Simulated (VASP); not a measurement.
# BeS (F-43m) in VASP: further runs, part 2 of 2

VASP 6.6.1. Earlier steps stand in the parts before.

**4. Single point, r2SCAN**

POSCAR reads:

```
BeS
1.0
    0.0000000000      2.4343058979      2.4343058979
    2.4343058979      0.0000000000      2.4343058979
    2.4343058979      2.4343058979      0.0000000000
Be S
1 1
Direct
    0.0000000000      0.0000000000      0.0000000000
    0.7500000000      0.7500000000      0.7500000000
```

INCAR.step1 reads:

```
PREC     = Accurate       # precision mode
ENCUT    = 520            # plane-wave cutoff, eV
ISMEAR   = 0              # smearing method
SIGMA    = 0.01           # smearing width, eV
LREAL    = F              # projectors in reciprocal space
LASPH    = T              # aspherical terms in the spheres
NELM     = 100            # most SCF steps
NBANDS   = 11             # bands
GGA      = PE             # functional
ALGO     = Normal         # electronic algorithm
EDIFF    = 1E-4           # SCF threshold, eV
LWAVE    = T              # write WAVECAR
LCHARG   = F              # write CHGCAR
```

INCAR.step2 reads:

```
PREC     = Accurate       # precision mode
ENCUT    = 520            # plane-wave cutoff, eV
EDIFF    = 1E-6           # SCF threshold, eV
ISMEAR   = 0              # smearing method
SIGMA    = 0.01           # smearing width, eV
LREAL    = F              # projectors in reciprocal space
LASPH    = T              # aspherical terms in the spheres
NELM     = 100            # most SCF steps
ALGO     = Normal         # electronic algorithm
ISIF     = 2              # what is computed and relaxed
LWAVE    = F              # write WAVECAR
LCHARG   = F              # write CHGCAR
METAGGA  = R2SCAN         # meta-GGA
LMIXTAU  = T            
NBANDS   = 11             # bands
ISTART   = 1
```

KPOINTS reads:

```
regular mesh
0
Gamma
  10 10 10
```

Potentials or basis: VASP PAW PBE potentials, release 64 (Be, S).

Command:

```sh
$ cat potpaw_PBE.64/Be/POTCAR potpaw_PBE.64/S/POTCAR > POTCAR
$ cp INCAR.step1 INCAR
$ mpirun -np 1 vasp_std > vasp.out
$ cp INCAR.step2 INCAR
$ mpirun -np 1 vasp_std > vasp.out
```

OUTCAR:

```text
PREC = Accurate
   ENCUT = 520
   EDIFF = 1E-6
   ISMEAR = 0
   LREAL = F
   LASPH = T
   NELM = 100
   ISIF = 2
   METAGGA = R2SCAN
   ISTART = 1

 ion  position               nearest neighbor table
   1  0.000  0.000  0.000-   2 2.11   2 2.11   2 2.11   2 2.11
   2  0.750  0.750  0.750-   1 2.11   1 2.11   1 2.11   1 2.11

  LATTYP: Found a face centered cubic cell.
 ALAT       =     4.8686117958

  Lattice vectors:

 A1 = (   0.0000000000,   2.4343058979,   2.4343058979)
 A2 = (   2.4343058979,   0.0000000000,   2.4343058979)
 A3 = (   2.4343058979,   2.4343058979,   0.0000000000)

Analysis of symmetry for initial positions (statically):
=====================================================================
 Subroutine PRICEL returns:
 Original cell was already a primitive cell.

 Routine SETGRP: Setting up the symmetry group for a
 face centered cubic supercell.

 Subroutine GETGRP returns: Found 24 space group operations
 (whereof 24 operations were pure point group operations)
 out of a pool of 48 trial point group operations.

The static configuration has the point symmetry T_d .

Analysis of symmetry for dynamics (positions and initial velocities):
=====================================================================
 Subroutine PRICEL returns:
 Original cell was already a primitive cell.

 Routine SETGRP: Setting up the symmetry group for a
 face centered cubic supercell.

 Subroutine GETGRP returns: Found 24 space group operations
 (whereof 24 operations were pure point group operations)
 out of a pool of 48 trial point group operations.

The dynamic configuration has the point symmetry T_d .

 Subroutine INISYM returns: Found 24 space group operations
 (whereof 24 operations are pure point group operations),
 and found     1 'primitive' translations

----------------------------------------------------------------------------------------

                                     Primitive cell

[... 117 lines left out ...]
   AEXX    =    0.0000 exact exchange contribution
   IVDW    =     0    specifies the selected vdW correction
   LEPSILON=     F    determine dielectric tensor
   LRPA    =     F    only Hartree local field effects (RPA)
 non-spin polarized calculation
 Gauss-broadening in eV      SIGMA  =   0.01
  energy-cutoff  :      520.00
  volume of cell :       28.85
 maximum number of plane-waves:       794
 NGX is ok and might be reduce to    28
   NGX = 13   NGY = 13   NGZ = 13

 number of electron       7.9999999 magnetization

 Free energy of the ion-electron system (eV)
  ---------------------------------------------------
  ext. energy  EPLUGINS =         0.00000000
  ---------------------------------------------------
  free energy    TOTEN  =       -14.78666399 eV

  energy without entropy =      -14.78666399  energy(sigma->0) =      -14.78666399

 E-fermi :   3.9253     XC(G=0): -10.1336

 val. band max:        3.8484761547   @ k =   0.0000   0.0000   0.0000
 cond. band min:       7.4469534280   @ k =   0.5000   0.5000   0.0000
 fundamental gap:      3.5984772733
 Fermi energy:         3.9253230539

 k-point     1 :       0.0000    0.0000    0.0000
  band No.  band energies     occupation
      1     -10.3687      2.00000
      2       3.8485      2.00000
      3       3.8485      2.00000
      4       3.8485      2.00000
      5      10.1125      0.00000
      6      10.1125      0.00000
      7      10.1125      0.00000
      8      10.4332      0.00000
      9      17.2503      0.00000
     10      17.2503      0.00000
     11      19.6604      0.00000
[... 309 lines left out ...]
 k-point    24 :       0.4000    0.3000    0.0000
  band No.  band energies     occupation
      1      -8.7324      2.00000
      2      -0.3933      2.00000
      3       1.3779      2.00000
      4       1.6385      2.00000
      5       8.4334      0.00000
      6      10.2086      0.00000
      7      14.7786      0.00000
      8      14.8968      0.00000
      9      18.5677      0.00000
     10      19.9162      0.00000
     11      21.7280      0.00000

 [... further k-points ...]

------------------------ aborting loop because EDIFF is reached ----------------------------------------

  FORCE on cell =-STRESS in cart. coord.  units (eV):
  Direction    XX          YY          ZZ          XY          YZ          ZX
  --------------------------------------------------------------------------------------
  -------------------------------------------------------------------------------------
  Total        0.0486200      0.0486200      0.0486200      0.0000000      0.0000000     -0.0000000
  in kB        2.7000379      2.7000379      2.7000379      0.0000000      0.0000000     -0.0000000
  external PRESSURE =       2.7000379 kB  Pullay stress =       0.0000000 kB

 VOLUME and BASIS-vectors are now :
 -----------------------------------------------------------------------------
  energy-cutoff  :      520.00
  volume of cell :       28.85
      direct lattice vectors                 reciprocal lattice vectors
     0.000000000  2.434305898  2.434305898    -0.205397358  0.205397358  0.205397358
     2.434305898  0.000000000  2.434305898     0.205397358 -0.205397358  0.205397358
     2.434305898  2.434305898  0.000000000     0.205397358  0.205397358 -0.205397358

 POSITION                                       TOTAL-FORCE (eV/Angst)
 -----------------------------------------------------------------------------------
      0.00000      0.00000      0.00000         0.000000      0.000000      0.000000
      3.65146      3.65146      3.65146        -0.000000     -0.000000     -0.000000
 -----------------------------------------------------------------------------------
    total drift:                               -0.000000     -0.000000     -0.000000

  FREE ENERGIE OF THE ION-ELECTRON SYSTEM (eV)
  ---------------------------------------------------
  free  energy   TOTEN  =       -14.7866639930 eV

  energy  without entropy=      -14.7866639930  energy(sigma->0) =      -14.78666399
```

Wall time 61 s (1 thread of Intel Xeon Platinum 8259CL at 2.50GHz (Skylake/Cascade Lake), shared host); peak memory 0.16 GiB.

What came out:

| Property | Result |
| --- | --- |
| Free energy | -14.7867 eV |
| Pressure | 0.3 GPa |
| Band gap on the k mesh | 3.60 eV, indirect (least direct gap 6.26 eV) |

Caveat: the PAW data sets were made with another functional, which shifts forces and pressure a little. A k mesh can miss the band edges.

**5. Relaxation of cell and atoms, PBE**

INCAR reads:

```
ALGO = Normal ; EDIFF = 1E-7
EDIFFG = -0.005 ; ENCUT = 600
GGA = PE ; IBRION = 2
ISIF = 3 ; ISMEAR = -1
LASPH = T ; LCHARG = F
LREAL = F ; LWAVE = F
NELM = 100 ; NSW = 80
PREC = Accurate ; SIGMA = 0.02
```

KPOINTS reads:

```
k-points
0
Gamma
  8 8 8
```

POSCAR reads:

```
BeS
1.0
    0.0000000000      2.4351516489      2.4351516489
    2.4351516489      0.0000000000      2.4351516489
    2.4351516489      2.4351516489      0.0000000000
Be S
1 1
Direct
    0.0000000000      0.0000000000      0.0000000000
    0.7500000000      0.7500000000      0.7500000000
```

Command:

```sh
$ cat potpaw_PBE.64/Be/POTCAR potpaw_PBE.64/S/POTCAR > POTCAR
$ mpirun -np 1 vasp_std > vasp.out
```

Wall time 17 s (1 thread of Intel Xeon Platinum 8259CL at 2.50GHz (Skylake/Cascade Lake), shared host); peak memory 0.15 GiB.

Results (log left out):

| Item | Value |
| --- | --- |
| Free energy | -10.0135 eV |
| Relaxed volume | 14.50 Å³/atom |
| Relaxed cell | a = 3.448 Å, b = 3.448 Å, c = 3.448 Å, α = 60.00°, β = 60.00°, γ = 60.00° |
| Space group after relaxing (to 0.05 Å) | F-43m (No. 216) |
| Energy gained by relaxing | 0.1 meV/atom |
| Ionic steps | 3 |
| Pressure after relaxing | 0.0 GPa |
| Band gap on the k mesh | 3.15 eV, indirect (least direct gap 5.68 eV) |

Step by step:
```
step  energy change (eV)  largest force (eV/Å)  pressure (GPa)  volume (Å³)
   1              0.0000                0.0000            0.37        28.88
   2             -0.0001                0.0000           -0.08        29.02
   3             -0.0001                0.0000            0.00        29.00
```

Final structure:
```
CELL_PARAMETERS angstrom
0.00000 2.43838 2.43838
2.43838 0.00000 2.43838
2.43838 2.43838 0.00000
ATOMIC_POSITIONS crystal
Be 0.00000 0.00000 0.00000
S 0.75000 0.75000 0.75000
```

Levels at points of the mesh, in eV from the valence-band top:
```csv
k point,band 1,band 2,band 3,band 4,band 5,band 6,band 7,band 8
"(0.00, 0.00, 0.00)",-13.58,0.00,0.00,0.00,5.68,5.68,5.68,5.75
"(0.50, 0.00, 0.00)",-12.02,-5.68,-1.01,-1.01,5.42,6.57,6.57,11.13
"(0.50, 0.50, 0.00)",-11.49,-4.94,-2.58,-2.58,3.15,4.93,12.65,12.65
```

A k mesh can miss the band edges.

**6. Relaxation of cell and atoms, PBEsol**

This run uses another cell than the first one, of 14.49 Å³/atom, 1.005 times its volume.

INCAR reads:

```
SYSTEM = BeS
PREC     = Accurate       ! precision mode
ENCUT    = 600            ! plane-wave cutoff, eV
EDIFF    = 1E-7           ! SCF threshold, eV
ISMEAR   = -1             ! smearing method
SIGMA    = 0.02           ! smearing width, eV
LREAL    = .False.        ! projectors in reciprocal space
LASPH    = .True.         ! aspherical terms in the spheres
NELM     = 60             ! most SCF steps
ALGO     = Normal         ! electronic algorithm
ISIF     = 3              ! what is computed and relaxed
LWAVE    = .False.        ! write WAVECAR
LCHARG   = .False.        ! write CHGCAR
GGA      = PS             ! functional
IBRION   = 2              ! ionic algorithm
NSW      = 80             ! ionic steps
EDIFFG   = -0.005         ! ionic threshold
```

KPOINTS reads:

```
regular mesh
0
Gamma
  8 8 8
  0 0 0
```

POSCAR reads:

```
BeS
1.0
    0.0000000000      2.4380594454      2.4380594454
    2.4380594454      0.0000000000      2.4380594454
    2.4380594454      2.4380594454      0.0000000000
Be S
1 1
Direct
    0.0000000000      0.0000000000      0.0000000000
    0.7500000000      0.7500000000      0.7500000000
```

Potentials or basis: VASP PAW PBE potentials, release 64 (Be, S).

Command:

```sh
$ cat potpaw_PBE.64/Be/POTCAR potpaw_PBE.64/S/POTCAR > POTCAR
$ mpirun -np 1 vasp_std > vasp.out
```

Run time: 17 s. Hardware: 1 thread of Intel Xeon Platinum 8259CL at 2.50GHz (Skylake/Cascade Lake), shared host; peak memory 0.15 GiB.

It converged, with:

| Quantity | Value |
| --- | --- |
| Free energy | -10.5644 eV |
| Relaxed volume | 14.18 Å³/atom |
| Relaxed cell | a = 3.423 Å, b = 3.423 Å, c = 3.423 Å, α = 60.00°, β = 60.00°, γ = 60.00° |
| Space group after relaxing (to 0.05 Å) | F-43m (No. 216) |
| Energy gained by relaxing | 2.0 meV/atom |
| Ionic steps | 3 |
| Pressure after relaxing | 0.0 GPa |
| Band gap on the k mesh | 2.92 eV, indirect (least direct gap 5.61 eV) |

The path:
| step | energy change (eV) | largest force (eV/Å) | pressure (GPa) | volume (Å³) |
| --- | --- | --- | --- | --- |
| 1 | 0.0000 | 0.0000 | -2.01 | 28.98 |
| 2 | -0.0038 | 0.0000 | 0.47 | 28.23 |
| 3 | -0.0040 | 0.0000 | 0.00 | 28.36 |

Final structure:
```
CELL_PARAMETERS angstrom
0.00000 2.42053 2.42053
2.42053 0.00000 2.42053
2.42053 2.42053 0.00000
ATOMIC_POSITIONS crystal
Be 0.00000 0.00000 0.00000
S 0.75000 0.75000 0.75000
```

Levels at points of the mesh, in eV from the valence-band top:
```
           k point  band 2  band 3  band 4  band 5  band 6  band 7
(0.00, 0.00, 0.00)    0.00    0.00    0.00    5.61    5.61    5.61
(0.50, 0.00, 0.00)   -5.90   -1.05   -1.05    5.40    6.48    6.48
(0.50, 0.50, 0.00)   -5.10   -2.69   -2.69    2.92    4.81   12.79
```

Caveat: the PAW data sets were made with another functional, which shifts forces and pressure a little. A k mesh can miss the band edges.

**7. Summary**

| task | level | potentials or basis | cell | k mesh | cutoff (eV) | smearing | gap on the mesh (eV) | pressure (GPa) | relaxed volume (Å³/atom) |
| --- | --- | --- | --- | --- | --- | --- | --- | --- | --- |
| single point | LDA | VASP PAW LDA potentials, release 64 (Be, S) | a = 3.443 Å, angles 60.0°, 2 atoms | 10 × 10 × 10 | 520 | gaussian 0.01 eV | 2.93 | -4.2 | - |
| single point | r2SCAN | VASP PAW PBE potentials, release 64 (Be, S) | a = 3.443 Å, angles 60.0°, 2 atoms | 8 × 8 × 8 | 520 | fermi-dirac 0.02 eV | 3.60 | 0.3 | - |
| single point | r2SCAN | VASP PAW PBE potentials, release 64 (Be, S) | a = 3.443 Å, angles 60.0°, 2 atoms | 10 × 10 × 10 | 520 | gaussian 0.01 eV | 3.60 | 0.3 | - |
| relaxation of cell and atoms | PBE | VASP PAW PBE potentials, release 64 (Be, S) | relaxed from a = 3.444 Å, angles 60.0°, 2 atoms | 8 × 8 × 8 | 600 | fermi-dirac 0.02 eV | 3.15 | 0.0 | 14.50 |
| relaxation of cell and atoms | PBEsol | VASP PAW PBE potentials, release 64 (Be, S) | relaxed from a = 3.448 Å, angles 60.0°, 2 atoms | 8 × 8 × 8 | 600 | fermi-dirac 0.02 eV | 2.92 | 0.0 | 14.18 |

Alike in all rows: no spin polarisation.

Caveats: the PAW data sets were made with another functional, which shifts forces and pressure a little (some runs).

Absolute energies hang on the potentials; compare differences alone.
